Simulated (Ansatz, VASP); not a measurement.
## Hf3Si2O: VASP beside Ansatz

```
CELL_PARAMETERS angstrom
3.61742 0.00000 0.00000
-1.80871 3.13278 0.00000
0.00000 0.00000 8.87947
ATOMIC_POSITIONS crystal
Hf 0.66667 0.33333 0.13534
Hf 0.33333 0.66667 0.86466
Hf 0.00000 0.00000 0.50000
Si 0.66667 0.33333 0.68187
Si 0.33333 0.66667 0.31813
O 0.00000 0.00000 0.00000
```

Change from the starting cell: species swapped into the Ba2H3I type (P-3m1, No. 164).

Alike in both runs: functional PBE; k mesh 6 × 6 × 4; occupations gaussian, width 0.1 eV; no spin polarisation.

Ansatz relaxed the structure, and its values are those at the end. VASP's run is a single point on that final structure, the one shown.

|  | VASP | Ansatz |
| --- | --- | --- |
| version | VASP 6.6.1 | Ansatz 0.2.0 |
| potentials or method | VASP PAW PBE potentials, release 64 (Hf_pv, Si, O), cutoff 520 eV | scalar-relativistic, plane waves, PAW |
| valence electrons in the cell | 44 | 92 |

|  | VASP | Ansatz | Ansatz less VASP |
| --- | --- | --- | --- |
| gap on the k mesh at the Fermi level (eV) | none | none | - |
| pressure (GPa) | -0.6 | 0.1 | +0.62 |
| rms of the force components (eV/Å) | 0.024 | 0.001 | -0.0228 |

A gap of «none» marks a metal or a gap that the smearing closes. VASP's potentials hold 44 valence electrons a cell and Ansatz's 92, so a difference there can come from the potentials and not from the codes.

Neither program's run includes spin-orbit coupling.
